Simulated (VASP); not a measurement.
# C (Fd-3m) in VASP: elastic constants with PBE

Aim: the elastic constants of C with PBE.

Everything below comes from runs of VASP 6.6.1. Logs are shortened: lines on timing, memory, paths and dates and some standing lists are left out, and cuts for length are marked.

### 1 The cell of the first run

The structure is cubic, space group Fd-3m (No. 227). Conventional cell: a = 3.572 Å, b = 3.572 Å, c = 3.572 Å, α = 90.00°, β = 90.00°, γ = 90.00°. C (site symmetry -43m) has 4 C at 1.55 Å within 2.1 Å.

### 2 Elastic constants, PBE

Contents of INCAR:

```
PREC     = Accurate       # precision mode
ENCUT    = 600            # plane-wave cutoff, eV
EDIFF    = 1E-8           # SCF threshold, eV
ISMEAR   = 0              # smearing method
SIGMA    = 0.01           # smearing width, eV
LREAL    = F              # projectors in reciprocal space
LASPH    = T              # aspherical terms in the spheres
NELM     = 80             # most SCF steps
ALGO     = Normal         # electronic algorithm
ISIF     = 3              # what is computed and relaxed
LWAVE    = F              # write WAVECAR
LCHARG   = F              # write CHGCAR
GGA      = PE             # functional
IBRION   = 6              # ionic algorithm
NFREE    = 2            
POTIM    = 0.015          # step
NSW      = 1              # ionic steps
```

Contents of KPOINTS:

```
Automatic mesh
0
Gamma
  12 12 12
```

Contents of POSCAR:

```
C
1.0
    0.0000000000      1.7857951904      1.7857951904
    1.7857951904      0.0000000000      1.7857951904
    1.7857951904      1.7857951904      0.0000000000
C
2
Direct
    0.0000000000      0.0000000000      0.0000000000
    0.2500000000      0.2500000000      0.2500000000
```

Potentials or basis: VASP PAW PBE potentials, release 64 (C).

Run with:

```sh
cat potpaw_PBE.64/C/POTCAR > POTCAR
mpirun -np 1 vasp_std > vasp.out
```

OUTCAR:

```text
PREC = Accurate
   ENCUT = 600
   EDIFF = 1E-8
   ISMEAR = 0
   LREAL = F
   LASPH = T
   NELM = 80
   ISIF = 3
   GGA = PE
   IBRION = 6
   NFREE = 2
   POTIM = 0.015
   NSW = 1

 ion  position               nearest neighbor table
   1  0.000  0.000  0.000-   2 1.55   2 1.55   2 1.55   2 1.55
   2  0.250  0.250  0.250-   1 1.55   1 1.55   1 1.55   1 1.55

  LATTYP: Found a face centered cubic cell.
 ALAT       =     3.5715903808

  Lattice vectors:

 A1 = (   0.0000000000,   1.7857951904,   1.7857951904)
 A2 = (   1.7857951904,   0.0000000000,   1.7857951904)
 A3 = (   1.7857951904,   1.7857951904,   0.0000000000)

Analysis of symmetry for initial positions (statically):
[... 5 lines left out ...]
 face centered cubic supercell.

 Subroutine GETGRP returns: Found 48 space group operations
 (whereof 24 operations were pure point group operations)
 out of a pool of 48 trial point group operations.

The static configuration has the point symmetry T_d .
 The point group associated with its full space group is O_h .

Analysis of symmetry for dynamics (positions and initial velocities):
[... 5 lines left out ...]
 face centered cubic supercell.

 Subroutine GETGRP returns: Found 48 space group operations
 (whereof 24 operations were pure point group operations)
 out of a pool of 48 trial point group operations.

The dynamic configuration has the point symmetry T_d .
 The point group associated with its full space group is O_h .

 Subroutine INISYM returns: Found 48 space group operations
 (whereof 24 operations are pure point group operations),
 and found     1 'primitive' translations

----------------------------------------------------------------------------------------

                                     Primitive cell

  volume of cell :      11.3900

  direct lattice vectors                    reciprocal lattice vectors
     0.000000000  1.785795190  1.785795190    -0.279987315  0.279987315  0.279987315
     1.785795190  0.000000000  1.785795190     0.279987315 -0.279987315  0.279987315
     1.785795190  1.785795190  0.000000000     0.279987315  0.279987315 -0.279987315

  length of vectors
     2.525495778  2.525495778  2.525495778     0.484952255  0.484952255  0.484952255

  position of ions in fractional coordinates (direct lattice)
     0.000000000  0.000000000  0.000000000
     0.250000000  0.250000000  0.250000000

  ion indices of the primitive-cell ions
   primitive index   ion index
                 1           1
                 2           2

----------------------------------------------------------------------------------------

 KPOINTS: Automatic mesh

Automatic generation of k-mesh.
 Grid dimensions read from file:
 generate k-points for:   12   12   12

 Generating k-lattice:

  Cartesian coordinates                     Fractional coordinates (reciprocal lattice)
    -0.023332276  0.023332276  0.023332276     0.083333333  0.000000000  0.000000000
     0.023332276 -0.023332276  0.023332276     0.000000000  0.083333333  0.000000000
     0.023332276  0.023332276 -0.023332276     0.000000000  0.000000000  0.083333333

  Length of vectors
     0.040412688  0.040412688  0.040412688

  Shift w.r.t. Gamma in fractional coordinates (k-lattice)
     0.000000000  0.000000000  0.000000000

 Subroutine IBZKPT returns following result:
 ===========================================

 Found     72 irreducible k-points:

 Following reciprocal coordinates:
[... 88 lines left out ...]
  ---------------------------------------------------
  ext. energy  EPLUGINS =         0.00000000
  ---------------------------------------------------
  free energy    TOTEN  =       -18.19049244 eV

  energy without entropy =      -18.19049244  energy(sigma->0) =      -18.19049244

------------------------ aborting loop because EDIFF is reached ----------------------------------------

  FORCE on cell =-STRESS in cart. coord.  units (eV):
  Direction    XX          YY          ZZ          XY          YZ          ZX
  --------------------------------------------------------------------------------------
  -------------------------------------------------------------------------------------
  Total       -0.0005235     -0.0005235     -0.0005235      0.0000000      0.0000000     -0.0000000
  in kB       -0.0736392     -0.0736392     -0.0736392      0.0000000      0.0000000     -0.0000000
  external PRESSURE =      -0.0736392 kB  Pullay stress =       0.0000000 kB
[... 89 lines left out ...]
  FREE ENERGIE OF THE ION-ELECTRON SYSTEM (eV)
  ---------------------------------------------------
  free  energy   TOTEN  =       -18.1819996693 eV

  energy  without entropy=      -18.1819996693  energy(sigma->0) =      -18.18199967

 E-fermi :  10.1433     XC(G=0): -13.3065

 val. band max:       10.0396126131   @ k =   0.0000   0.0000   0.0000
 cond. band min:      13.8338634258   @ k =   0.3333   0.3333   0.0000
 fundamental gap:      3.7942508127
 Fermi energy:        10.1432541644

 k-point     1 :       0.0000    0.0000    0.0000
  band No.  band energies     occupation
      1     -11.7363      2.00000
      2       9.8138      2.00000
      3       9.8138      2.00000
      4      10.0396      2.00000
      5      15.3864      0.00000
      6      15.5747      0.00000
      7      15.5747      0.00000
      8      23.4705      0.00000
[... 243 lines left out ...]
 k-point    24 :      -0.4167    0.1667    0.0000
  band No.  band energies     occupation
      1      -5.5135      2.00000
      2      -2.7076      2.00000
      3       4.5273      2.00000
      4       6.1173      2.00000
      5      17.2654      0.00000
      6      20.1661      0.00000
      7      21.3802      0.00000
      8      25.3963      0.00000

 [... further k-points ...]

[... ionic steps 4 to 12 ...]

--------------------------------------- Ionic step       13  -------------------------------------------

 number of electron       7.9999999 magnetization

------------------------ aborting loop because EDIFF is reached ----------------------------------------
[... 67 lines left out ...]
--------------------------------------- Ionic step       15  -------------------------------------------

 number of electron       7.9999999 magnetization

 Free energy of the ion-electron system (eV)
  ---------------------------------------------------
  ext. energy  EPLUGINS =         0.00000000
  ---------------------------------------------------
  free energy    TOTEN  =       -18.18633599 eV

  energy without entropy =      -18.18633599  energy(sigma->0) =      -18.18633599

 E-fermi :   9.9363     XC(G=0): -13.2303

 val. band max:        9.8988792011   @ k =   0.0000   0.0000   0.0000
 cond. band min:      13.8092382724   @ k =   0.3333   0.3333   0.0000
 fundamental gap:      3.9103590713
 Fermi energy:         9.9363163448

 k-point     1 :       0.0000    0.0000    0.0000
  band No.  band energies     occupation
      1     -11.7526      2.00000
      2       9.4402      2.00000
      3       9.6727      2.00000
      4       9.8989      2.00000
      5      15.0469      0.00000
      6      15.2445      0.00000
      7      15.4529      0.00000
      8      22.9067      0.00000
[... 282 lines left out ...]
  FREE ENERGIE OF THE ION-ELECTRON SYSTEM (eV)
  ---------------------------------------------------
  free  energy   TOTEN  =       -18.1863359871 eV

  energy  without entropy=      -18.1863359871  energy(sigma->0) =      -18.18633599

 INTERNAL STRAIN TENSORS FROM STRAINED CELLS
 ============================================

 INTERNAL STRAIN TENSOR FOR ION    1 for displacements in x,y,z  (eV/Angst):
          X           Y           Z          XY          YZ          ZX
  --------------------------------------------------------------------------------
  x    -0.00000     0.00000     0.00000     0.00000     2.90172     0.00000
  y     0.00000    -0.00000     0.00000    -0.00000    -0.00000     2.90135
  z    -0.00000     0.00000     0.00000     2.90203     0.00000    -0.00000

 INTERNAL STRAIN TENSORS FROM DISPLACED ATOMS
 ============================================

 INTERNAL STRAIN TENSOR FOR ION    1 for displacements in x,y,z  (eV/Angst):
          X           Y           Z          XY          YZ          ZX
  --------------------------------------------------------------------------------
  x     0.00000    -0.00000    -0.00000     0.00000     2.89876     0.00000
  y     0.00000     0.00000     0.00000     0.00000     0.00000     2.89876
  z    -0.00000    -0.00000     0.00000     2.89876     0.00000     0.00000

 INTERNAL STRAIN TENSOR FOR ION    2 for displacements in x,y,z  (eV/Angst):
          X           Y           Z          XY          YZ          ZX
  --------------------------------------------------------------------------------
  x    -0.00000     0.00000     0.00000     0.00000    -2.89876     0.00000
  y    -0.00000    -0.00000    -0.00000     0.00000     0.00000    -2.89876
  z     0.00000     0.00000    -0.00000    -2.89876     0.00000     0.00000

 Eigenvectors and eigenvalues of the dynamical matrix
 ----------------------------------------------------

   1 f  =   38.771196 THz   243.606611 2PiTHz 1293.267902 cm-1   160.344712 meV
             X         Y         Z           dx          dy          dz
      0.000000  0.000000  0.000000     0.000000   -0.707107    0.000000
      0.892898  0.892898  0.892898     0.000000    0.707107    0.000000
[... 21 lines left out ...]
   6 f  =    0.000000 THz     0.000000 2PiTHz    0.000000 cm-1     0.000000 meV
             X         Y         Z           dx          dy          dz
      0.000000  0.000000  0.000000     0.000000    0.000000    0.707107
      0.892898  0.892898  0.892898     0.000000    0.000000    0.707107

--------------------------------------------------------------------------------------------------------

 ELASTIC MODULI CONTR FROM IONIC RELAXATION (kBar)
 Direction    XX          YY          ZZ          XY          YZ          ZX
 --------------------------------------------------------------------------------
 XX          -0.0000     -0.0000      0.0000      0.0000     -0.0000     -0.0000
 YY          -0.0000     -0.0000     -0.0000      0.0000      0.0000     -0.0000
 ZZ           0.0000     -0.0000     -0.0000     -0.0000      0.0000     -0.0000
 XY           0.0000      0.0000     -0.0000    -31.9996      0.0000      0.0000
 YZ          -0.0000      0.0000      0.0000      0.0000    -31.9996      0.0000
 ZX          -0.0000     -0.0000     -0.0000      0.0000      0.0000    -31.9996
 --------------------------------------------------------------------------------

 TOTAL ELASTIC MODULI (kBar)
 Direction    XX          YY          ZZ          XY          YZ          ZX
 --------------------------------------------------------------------------------
 XX       10494.6543   1242.6046   1242.6046     -0.0000     -0.0000     -0.0000
 YY        1242.6046  10494.6543   1242.6046      0.0000      0.0000      0.0000
 ZZ        1242.6046   1242.6046  10494.6543      0.0000      0.0000      0.0000
 XY          -0.0000      0.0000      0.0000   5594.7566      0.0000      0.0000
 YZ          -0.0000      0.0000      0.0000      0.0000   5594.7566      0.0000
 ZX          -0.0000      0.0000      0.0000      0.0000      0.0000   5594.7566
 --------------------------------------------------------------------------------
```

It took 6.1 min on 1 thread of AMD EPYC 7R13 (Zen 3), shared host; peak memory 0.16 GiB.

Results:

```
Elastic constants C11, C12, C44 : 1049, 124, 559 GPa
Voigt bulk modulus              : 433 GPa
Highest phonon frequency at Γ   : 1293 cm⁻¹
```

Phonon frequencies in cm⁻¹ (negative: imaginary):
| q point | frequencies |
| --- | --- |
| (0.000, 0.000, 0.000) | 0 0 0 1293 1293 1293 |

Elastic tensor in Voigt notation (GPa, in the Cartesian axes of the cell as first typed):
```
1049  124  124    0    0    0
 124 1049  124    0    0    0
 124  124 1049    0    0    0
   0    0    0  559    0    0
   0    0    0    0  559    0
   0    0    0    0    0  559
```

Clamped-ion elastic tensor (GPa):
```
1049  124  124    0    0    0
 124 1049  124    0    0    0
 124  124 1049    0    0    0
   0    0    0  563    0    0
   0    0    0    0  563    0
   0    0    0    0    0  563
```
